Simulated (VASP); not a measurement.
Input of a VASP 6.6.1 run:

File POSCAR:

```
ZrC
1.0
    0.0000000000      2.5455200000      2.5455200000
    2.5455200000      0.0000000000      2.5455200000
    2.5455200000      2.5455200000      0.0000000000
Zr C
1 1
Direct
    0.5000000000      0.5000000000      0.5000000000
    0.7500000000      0.7500000000      0.7500000000
```

File INCAR.step1:

```
SYSTEM = ZrC
ALGO     = Normal         ! electronic algorithm
EDIFF    = 1E-5           ! SCF threshold, eV
ENCUT    = 600            ! plane-wave cutoff, eV
GGA      = PE             ! functional
ISMEAR   = -1             ! smearing method
LASPH    = .True.         ! aspherical terms in the spheres
LCHARG   = .False.        ! write CHGCAR
LREAL    = .False.        ! projectors in reciprocal space
LWAVE    = .True.         ! write WAVECAR
NBANDS   = 15             ! bands
NELM     = 100            ! most SCF steps
PREC     = Accurate       ! precision mode
SIGMA    = 0.05           ! smearing width, eV
```

The input INCAR.step2:

```
SYSTEM = ZrC
ALGO     = Normal         ! electronic algorithm
EDIFF    = 1E-6           ! SCF threshold, eV
EDIFFG   = -0.01          ! ionic threshold
ENCUT    = 600            ! plane-wave cutoff, eV
GGA      = PE             ! functional
HFSCREEN = 0.2079         ! screening, 1/A
IBRION   = 2              ! ionic algorithm
ISIF     = 3              ! what is computed and relaxed
ISMEAR   = -1             ! smearing method
ISTART   = 1            
LASPH    = .True.         ! aspherical terms in the spheres
LCHARG   = .False.        ! write CHGCAR
LHFCALC  = .True.         ! exact exchange
LREAL    = .False.        ! projectors in reciprocal space
LWAVE    = .False.        ! write WAVECAR
NELM     = 100            ! most SCF steps
NSW      = 60             ! ionic steps
PREC     = Accurate       ! precision mode
PRECFOCK = Normal       
SIGMA    = 0.05           ! smearing width, eV
```

KPOINTS

```
k-points
0
Gamma
  5 5 5
  0 0 0
```

Potentials or basis: VASP PAW PBE potentials, release 64 (Zr_sv, C).

The run is started by

```bash
$ cat potpaw_PBE.64/Zr_sv/POTCAR potpaw_PBE.64/C/POTCAR > POTCAR
$ cp INCAR.step1 INCAR
$ mpirun -np 1 vasp_std > vasp.out
$ cp INCAR.step2 INCAR
$ mpirun -np 1 vasp_std > vasp.out
```

(1) Predict the relaxed cell.

(2) Predict the space group after relaxing (to 0.1 Å).

(3) Predict the relaxed volume.

Answers

(1) a = 3.590 Å, b = 3.590 Å, c = 3.590 Å, α = 60.00°, β = 60.00°, γ = 60.00°.

(2) F-43m (No. 216).

(3) 16.36 Å³/atom.

Caveat: the k points lie up to 0.43 Å⁻¹ apart in the final cell; the PAW data sets were made with another functional, which shifts forces and pressure a little.
